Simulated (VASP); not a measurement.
# AlN (Imm2) in VASP: notebook

AlN is run at these levels: PBE; tasks: single point.

Program: VASP 6.6.1. These are calculated values, not measurements. Logs are shortened: lines on timing, memory, paths and dates and some standing lists are left out, and cuts for length are marked.

## Step 1: The cell of the first run

Symmetry: Imm2, No. 44, orthorhombic system. The conventional cell has a = 3.094 Å, b = 3.133 Å, c = 4.403 Å, α = 90.00°, β = 90.00°, γ = 90.00°. Al (site symmetry mm2) has 4 N at 1.90 to 1.91 Å within 2.5 Å. N (site symmetry mm2) has 4 Al at 1.90 to 1.91 Å within 2.5 Å.

## Step 2: Single point, PBE (strain +0.0125 x Voigt [0, 0, 0, 1, 0, 0])

File INCAR:

```
  ALGO = Normal
  EDIFF = 1E-7
  ENCUT = 520
  GGA = PE
  ISIF = 2
  ISMEAR = 0
  LASPH = T
  LCHARG = T
  LELF = T
  LREAL = F
  LVHAR = T
  LWAVE = F
  NBANDS = 11
  NELM = 100
  PREC = Accurate
  SIGMA = 0.05
```

File KPOINTS:

```
k-points
0
Gamma
  10 10 10
```

File POSCAR:

```
AlN
1.0
    0.0000000000      2.2153470238      2.2153470238
    2.2015871044      0.0137599194      2.2015871044
    2.2015871044      2.2015871044      0.0137599194
Al N
1 1
Direct
    0.0000000000      0.0000000000      0.0000000000
    0.7500000000      0.7500000000      0.7500000000
```

Potentials or basis: VASP PAW PBE potentials, release 64 (Al, N).

Launch:

```console
cat potpaw_PBE.64/Al/POTCAR potpaw_PBE.64/N/POTCAR > POTCAR
mpirun -np 1 vasp_std > vasp.out
```

OUTCAR:

```text
EDIFF = 1E-7
   ENCUT = 520
   GGA = PE
   ISIF = 2
   ISMEAR = 0
   LASPH = T
   LREAL = F
   NELM = 100
   PREC = Accurate

 ion  position               nearest neighbor table
   1  0.000  0.000  0.000-   2 1.90   2 1.90   2 1.91   2 1.91
   2  0.750  0.750  0.750-   1 1.90   1 1.90   1 1.91   1 1.91

  LATTYP: Found a body centered orthorhombic cell.
 ALAT       =     3.0940548772
 B/A-ratio  =     1.0125786163
 C/A-ratio  =     1.4231079873

  Lattice vectors:

 A1 = (  -2.2015871044,   2.2015871044,   0.0137599194)
 A2 = (  -2.2015871044,  -2.2015871044,  -0.0137599194)
 A3 = (   2.2015871044,   0.0137599194,   2.2015871044)

Analysis of symmetry for initial positions (statically):
=====================================================================
 Subroutine PRICEL returns:
 Original cell was already a primitive cell.

 Routine SETGRP: Setting up the symmetry group for a
 body centered orthorhombic supercell.

 Subroutine GETGRP returns: Found  4 space group operations
 (whereof  4 operations were pure point group operations)
 out of a pool of  8 trial point group operations.

The static configuration has the point symmetry C_2v.

Analysis of symmetry for dynamics (positions and initial velocities):
=====================================================================
 Subroutine PRICEL returns:
 Original cell was already a primitive cell.

 Routine SETGRP: Setting up the symmetry group for a
 body centered orthorhombic supercell.

 Subroutine GETGRP returns: Found  4 space group operations
 (whereof  4 operations were pure point group operations)
 out of a pool of  8 trial point group operations.

The dynamic configuration has the point symmetry C_2v.

 Subroutine INISYM returns: Found  4 space group operations
 (whereof  4 operations are pure point group operations),
 and found     1 'primitive' translations

----------------------------------------------------------------------------------------

                                     Primitive cell

  volume of cell :      21.3413

  direct lattice vectors                    reciprocal lattice vectors
     0.000000000  2.215347024  2.215347024    -0.227108888  0.225698274  0.225698274
     2.201587104  0.013759919  2.201587104     0.227108888 -0.228537246  0.228537246
     2.201587104  2.201587104  0.013759919     0.227108888  0.228537246 -0.228537246

  length of vectors
     3.132973806  3.113544747  3.113544747     0.391736990  0.395015181  0.395015181
[... 82 lines left out ...]
   LREAL  =      F    real-space projection
   EDIFFG = 0.1E-05   stopping-criterion for IOM
   NSW    =      0    number of steps for IOM
   IBRION =     -1    ionic relax: 0-MD 1-quasi-New 2-CG
   NFREE  =      0    steps in history (QN), initial steepest desc. (CG)
   ISIF   =      2    stress and relaxation
   ISYM   =      2    0-nonsym 1-usesym 2-fastsym
   POTIM  = 0.5000    time-step for ionic-motion
   TEBEG  =    0.0;   TEEND  =   0.0 temperature during run
   PSTRESS=    0.0 pullay stress
   NELECT =       8.0000    total number of electrons
   NUPDOWN=      -1.0000    fix difference up-down
   EMIN   =  10.00;   EMAX   =-10.00  energy-range for DOS
   EFERMI =   0.00;   METHOD = LEGACY
   ISMEAR =     0;   SIGMA  =   0.05  broadening in eV -4-tet -1-fermi 0-gaus
   EFERMI_NEDOS =   21; number of points for ismear=-14 and -15
   IALGO  =     38    algorithm
   IMIX   =      4    mixing-type and parameters
     AMIX     =   0.40;   BMIX     =  1.00
     AMIX_MAG =   1.60;   BMIX_MAG =  1.00
  volume/ion in A,a.u.               =      10.67        72.01
  Fermi-wavevector in a.u.,A,eV,Ry     =   1.180406  2.230643 18.957779  1.393357
  Thomas-Fermi vector in A             =   2.316699
   LORBIT       =      0    0 simple, 1 ext, 2 COOP (PROOUT), +10 PAW based schemes
   GGA     = PE    functional components
   LHFCALC =     F    Hartree Fock is set to
   AEXX    =    0.0000 exact exchange contribution
   IVDW    =     0    specifies the selected vdW correction
   LEPSILON=     F    determine dielectric tensor
   LRPA    =     F    only Hartree local field effects (RPA)
 non-spin polarized calculation
 Gauss-broadening in eV      SIGMA  =   0.05
  energy-cutoff  :      520.00
  volume of cell :       21.34
 maximum number of plane-waves:       588
   NGX = 11   NGY = 11   NGZ = 11

 number of electron       8.0000001 magnetization

 Free energy of the ion-electron system (eV)
  ---------------------------------------------------
  ext. energy  EPLUGINS =         0.00000000
  ---------------------------------------------------
  free energy    TOTEN  =       -14.84519286 eV

  energy without entropy =      -14.84519286  energy(sigma->0) =      -14.84519286

 E-fermi :   6.0795     XC(G=0): -10.8292

 val. band max:        5.7778450401   @ k =   0.0000   0.0000   0.0000
 cond. band min:       9.0472273947   @ k =   0.0000   0.5000   0.5000
 fundamental gap:      3.2693823546
 Fermi energy:         6.0795145192

 k-point     1 :       0.0000    0.0000    0.0000
  band No.  band energies     occupation
      1      -9.0976      2.00000
      2       5.7135      2.00000
      3       5.7444      2.00000
      4       5.7778      2.00000
      5       9.7269      0.00000
      6      17.9084      0.00000
      7      18.0739      0.00000
      8      18.2326      0.00000
      9      23.2406      0.00000
     10      23.2451      0.00000
     11      24.5229      0.00000
[... 309 lines left out ...]
 k-point    24 :      -0.3000    0.2000    0.0000
  band No.  band energies     occupation
      1      -7.2403      2.00000
      2       1.1936      2.00000
      3       3.6046      2.00000
      4       5.2356      2.00000
      5      13.5450      0.00000
      6      14.6031      0.00000
      7      17.2753      0.00000
      8      17.9125      0.00000
      9      21.8760      0.00000
     10      24.1584      0.00000
     11      26.7835      0.00000

 [... further k-points ...]
[... 5 lines left out ...]
  --------------------------------------------------------------------------------------
  -------------------------------------------------------------------------------------
  Total       -0.0330245     -0.0299828     -0.0299828      0.0000000     -0.3570861      0.0000000
  in kB       -2.4792824     -2.2509275     -2.2509275      0.0000000    -26.8079078      0.0000000
  external PRESSURE =      -2.3270458 kB  Pullay stress =       0.0000000 kB

 VOLUME and BASIS-vectors are now :
 -----------------------------------------------------------------------------
  energy-cutoff  :      520.00
  volume of cell :       21.34
      direct lattice vectors                 reciprocal lattice vectors
     0.000000000  2.215347024  2.215347024    -0.227108888  0.225698274  0.225698274
     2.201587104  0.013759919  2.201587104     0.227108888 -0.228537246  0.228537246
     2.201587104  2.201587104  0.013759919     0.227108888  0.228537246 -0.228537246

 POSITION                                       TOTAL-FORCE (eV/Angst)
 -----------------------------------------------------------------------------------
      0.00000      0.00000      0.00000        -0.100246      0.000000      0.000000
      3.30238      3.32302      3.32302         0.100246     -0.000000     -0.000000
 -----------------------------------------------------------------------------------
    total drift:                                0.000016     -0.000000     -0.000000

  FREE ENERGIE OF THE ION-ELECTRON SYSTEM (eV)
  ---------------------------------------------------
  free  energy   TOTEN  =       -14.8451928642 eV

  energy  without entropy=      -14.8451928642  energy(sigma->0) =      -14.84519286
```

Run time: 15 s. Hardware: 1 thread of Intel Xeon Platinum 8488C (Sapphire Rapids), shared host; peak memory 0.16 GiB.

Results:

```
Free energy            : -14.8452 eV
Pressure               : -0.2 GPa
Largest force          : 0.100 eV/Å
Band gap on the k mesh : 3.27 eV, indirect (least direct gap 3.95 eV)
```

Forces on the atoms (eV/Å):
```
Al  -0.100  0.000  0.000
N    0.100  0.000  0.000
```

Stress tensor (GPa, compression positive):
```
-0.25  0.00  0.00
 0.00 -0.23 -2.68
 0.00 -2.68 -0.23
```

Caveat: the cell differs from its parent crystal (strain +0.0125 x Voigt [0, 0, 0, 1, 0, 0]).

## Step 3: Single point, PBE (strain +0.0075 x Voigt [0, 0, 0, 1, 0, 0])

File INCAR:

```
SYSTEM = AlN
  ALGO = Normal
  EDIFF = 1E-7
  ENCUT = 520
  GGA = PE
  ISIF = 2
  ISMEAR = 0
  LASPH = .TRUE.
  LCHARG = .FALSE.
  LREAL = .FALSE.
  LWAVE = .FALSE.
  NBANDS = 11
  NELM = 60
  PREC = Accurate
  SIGMA = 0.05
```

File KPOINTS:

```
k-points
0
G
  10 10 10
  0 0 0
```

File POSCAR:

```
AlN
1.0
    0.0000000000      2.2098430560      2.2098430560
    2.2015871044      0.0082559516      2.2015871044
    2.2015871044      2.2015871044      0.0082559516
Al N
1 1
Direct
    0.0000000000      0.0000000000      0.0000000000
    0.7500000000      0.7500000000      0.7500000000
```

Potentials or basis: VASP PAW PBE potentials, release 64 (Al, N).

Launch:

```console
cat potpaw_PBE.64/Al/POTCAR potpaw_PBE.64/N/POTCAR > POTCAR
mpirun -np 1 vasp_std > vasp.out
```

Wall time 17 s (1 thread of Intel Xeon Platinum 8488C (Sapphire Rapids), shared host); peak memory 0.16 GiB.

Results (log left out):

* Free energy: -14.8466 eV
* Pressure: -0.3 GPa
* Largest force: 0.060 eV/Å
* Band gap on the k mesh: 3.28 eV, indirect (least direct gap 3.96 eV)

Forces in eV/Å, atoms in the order of the input:
```
Al  -0.060  0.000  0.000
N    0.060  0.000  0.000
```

Stress tensor (GPa, compression positive):
```
-0.26  0.00  0.00
 0.00 -0.25 -1.61
 0.00 -1.61 -0.25
```

Levels at points of the mesh, in eV from the valence-band top:
```
           k point  band 1  band 2  band 3  band 4  band 5  band 6  band 7  band 8
(0.00, 0.00, 0.00)  -14.86   -0.04   -0.02    0.00    3.96   12.21   12.31   12.40
(0.50, 0.00, 0.00)  -12.90   -5.78   -0.49   -0.48    7.17    9.68   10.98   11.05
(0.00, 0.50, 0.00)  -12.87   -5.76   -0.52   -0.51    7.11    9.68   10.90   10.98
(0.50, 0.50, 0.00)  -12.27   -4.85   -1.77   -1.77    3.29    8.45   13.61   15.42
(0.00, 0.50, 0.50)  -12.27   -4.85   -1.81   -1.72    3.28    8.45   13.62   15.39
```

Caveat: the cell differs from its parent crystal (strain +0.0075 x Voigt [0, 0, 0, 1, 0, 0]). A k mesh can miss the band edges.

## Step 4: Single point, PBE (strain +0.0025 x Voigt [0, 0, 0, 1, 0, 0])

File INCAR:

```
  ALGO = Normal
  EDIFF = 1E-7
  ENCUT = 520
  GGA = PE
  ISIF = 2
  ISMEAR = 0
  LASPH = T
  LCHARG = F
  LREAL = F
  LWAVE = F
  NBANDS = 11
  NELM = 100
  PREC = Accurate
  SIGMA = 0.05
```

File KPOINTS:

```
k-points
0
Gamma
  10 10 10
```

File POSCAR:

```
AlN
1.0
    0.0000000000      2.2043390883      2.2043390883
    2.2015871044      0.0027519839      2.2015871044
    2.2015871044      2.2015871044      0.0027519839
Al N
1 1
Direct
    0.0000000000      0.0000000000      0.0000000000
    0.7500000000      0.7500000000      0.7500000000
```

Potentials or basis: VASP PAW PBE potentials, release 64 (Al, N).

Launch:

```console
cat potpaw_PBE.64/Al/POTCAR potpaw_PBE.64/N/POTCAR > POTCAR
mpirun -np 1 vasp_std > vasp.out
```

OUTCAR:

```text
EDIFF = 1E-7
   ENCUT = 520
   GGA = PE
   ISIF = 2
   ISMEAR = 0
   LASPH = T
   LREAL = F
   NELM = 100
   PREC = Accurate

 ion  position               nearest neighbor table
   1  0.000  0.000  0.000-   2 1.91   2 1.91   2 1.91   2 1.91
   2  0.750  0.750  0.750-   1 1.91   1 1.91   1 1.91   1 1.91

  LATTYP: Found a body centered orthorhombic cell.
 ALAT       =     3.1096224488
 B/A-ratio  =     1.0025031289
 C/A-ratio  =     1.4159835418

  Lattice vectors:

 A1 = (  -2.2015871044,   2.2015871044,   0.0027519839)
 A2 = (  -2.2015871044,  -2.2015871044,  -0.0027519839)
 A3 = (   2.2015871044,   0.0027519839,   2.2015871044)

Analysis of symmetry for initial positions (statically):
=====================================================================
 Subroutine PRICEL returns:
 Original cell was already a primitive cell.

 Routine SETGRP: Setting up the symmetry group for a
 body centered orthorhombic supercell.

 Subroutine GETGRP returns: Found  4 space group operations
 (whereof  4 operations were pure point group operations)
 out of a pool of  8 trial point group operations.

The static configuration has the point symmetry C_2v.

Analysis of symmetry for dynamics (positions and initial velocities):
=====================================================================
 Subroutine PRICEL returns:
 Original cell was already a primitive cell.

 Routine SETGRP: Setting up the symmetry group for a
 body centered orthorhombic supercell.

 Subroutine GETGRP returns: Found  4 space group operations
 (whereof  4 operations were pure point group operations)
 out of a pool of  8 trial point group operations.

The dynamic configuration has the point symmetry C_2v.

 Subroutine INISYM returns: Found  4 space group operations
 (whereof  4 operations are pure point group operations),
 and found     1 'primitive' translations

----------------------------------------------------------------------------------------
[... 115 lines left out ...]
  Fermi-wavevector in a.u.,A,eV,Ry     =   1.180391  2.230615 18.957306  1.393323
  Thomas-Fermi vector in A             =   2.316684
   LORBIT       =      0    0 simple, 1 ext, 2 COOP (PROOUT), +10 PAW based schemes
   GGA     = PE    functional components
   LHFCALC =     F    Hartree Fock is set to
   AEXX    =    0.0000 exact exchange contribution
   IVDW    =     0    specifies the selected vdW correction
   LEPSILON=     F    determine dielectric tensor
   LRPA    =     F    only Hartree local field effects (RPA)
 non-spin polarized calculation
 Gauss-broadening in eV      SIGMA  =   0.05
  energy-cutoff  :      520.00
  volume of cell :       21.34
 maximum number of plane-waves:       589
   NGX = 11   NGY = 11   NGZ = 11

 number of electron       8.0000001 magnetization

 Free energy of the ion-electron system (eV)
  ---------------------------------------------------
  ext. energy  EPLUGINS =         0.00000000
  ---------------------------------------------------
  free energy    TOTEN  =       -14.84733428 eV

  energy without entropy =      -14.84733428  energy(sigma->0) =      -14.84733428

 E-fermi :   6.0701     XC(G=0): -10.8291

 val. band max:        5.7513465675   @ k =   0.0000   0.0000   0.0000
 cond. band min:       9.0499682147   @ k =   0.0000   0.5000   0.5000
 fundamental gap:      3.2986216472
 Fermi energy:         6.0701105174

 k-point     1 :       0.0000    0.0000    0.0000
  band No.  band energies     occupation
      1      -9.0975      2.00000
      2       5.7385      2.00000
      3       5.7449      2.00000
      4       5.7513      2.00000
      5       9.7293      0.00000
      6      18.0364      0.00000
      7      18.0690      0.00000
      8      18.1013      0.00000
      9      23.2416      0.00000
     10      23.2417      0.00000
     11      24.5972      0.00000
[... 309 lines left out ...]
 k-point    24 :      -0.3000    0.2000    0.0000
  band No.  band energies     occupation
      1      -7.2347      2.00000
      2       1.2071      2.00000
      3       3.5876      2.00000
      4       5.2306      2.00000
      5      13.5283      0.00000
      6      14.5931      0.00000
      7      17.2812      0.00000
      8      17.8906      0.00000
      9      21.9018      0.00000
     10      24.1389      0.00000
     11      26.7436      0.00000

 [... further k-points ...]
[... 5 lines left out ...]
  --------------------------------------------------------------------------------------
  -------------------------------------------------------------------------------------
  Total       -0.0359075     -0.0357872     -0.0357872      0.0000000     -0.0714424      0.0000000
  in kB       -2.6956246     -2.6865927     -2.6865927      0.0000000     -5.3632671      0.0000000
  external PRESSURE =      -2.6896033 kB  Pullay stress =       0.0000000 kB

 VOLUME and BASIS-vectors are now :
 -----------------------------------------------------------------------------
  energy-cutoff  :      520.00
  volume of cell :       21.34
      direct lattice vectors                 reciprocal lattice vectors
     0.000000000  2.204339088  2.204339088    -0.227108888  0.226825357  0.226825357
     2.201587104  0.002751984  2.201587104     0.227108888 -0.227393130  0.227393130
     2.201587104  2.201587104  0.002751984     0.227108888  0.227393130 -0.227393130

 POSITION                                       TOTAL-FORCE (eV/Angst)
 -----------------------------------------------------------------------------------
      0.00000      0.00000      0.00000        -0.020042     -0.000000     -0.000000
      3.30238      3.30651      3.30651         0.020042      0.000000      0.000000
 -----------------------------------------------------------------------------------
    total drift:                               -0.000001     -0.000000     -0.000000

  FREE ENERGIE OF THE ION-ELECTRON SYSTEM (eV)
  ---------------------------------------------------
  free  energy   TOTEN  =       -14.8473342810 eV

  energy  without entropy=      -14.8473342810  energy(sigma->0) =      -14.84733428
```

Run time: 16 s. Hardware: 1 thread of Intel Xeon Platinum 8488C (Sapphire Rapids), shared host; peak memory 0.16 GiB.

Results:

* Free energy: -14.8473 eV
* Pressure: -0.3 GPa
* Largest force: 0.020 eV/Å
* Band gap on the k mesh: 3.30 eV, indirect (least direct gap 3.98 eV)

Forces on the atoms (eV/Å):
```
Al  -0.020  0.000  0.000
N    0.020  0.000  0.000
```

Stress tensor (GPa, compression positive):
```
-0.27  0.00  0.00
 0.00 -0.27 -0.54
 0.00 -0.54 -0.27
```

Caveat: the cell differs from its parent crystal (strain +0.0025 x Voigt [0, 0, 0, 1, 0, 0]). A k mesh can miss the band edges.

## Step 5: Summary

| cell | gap on the mesh (eV) | pressure (GPa) | largest force (eV/Å) |
| --- | --- | --- | --- |
| a = 3.133, b = 3.114, c = 3.114 Å, angles 59.6, 59.8, 59.8°, 2 atoms | 3.27 | -0.2 | 0.10 |
| a = 3.125, b = 3.114, c = 3.114 Å, angles 59.8, 59.9, 59.9°, 2 atoms | 3.28 | -0.3 | 0.06 |
| a = 3.117, b = 3.114, c = 3.114 Å, angles 59.9°, 2 atoms | 3.30 | -0.3 | 0.02 |

Alike in all rows: task single point; level PBE; potentials or basis VASP PAW PBE potentials, release 64 (Al, N); no spin polarisation; k mesh 10 × 10 × 10; cutoff (eV) 520; smearing gaussian 0.05 eV.

Total energies depend on the potentials used, so only differences within one code and one set of settings carry meaning.
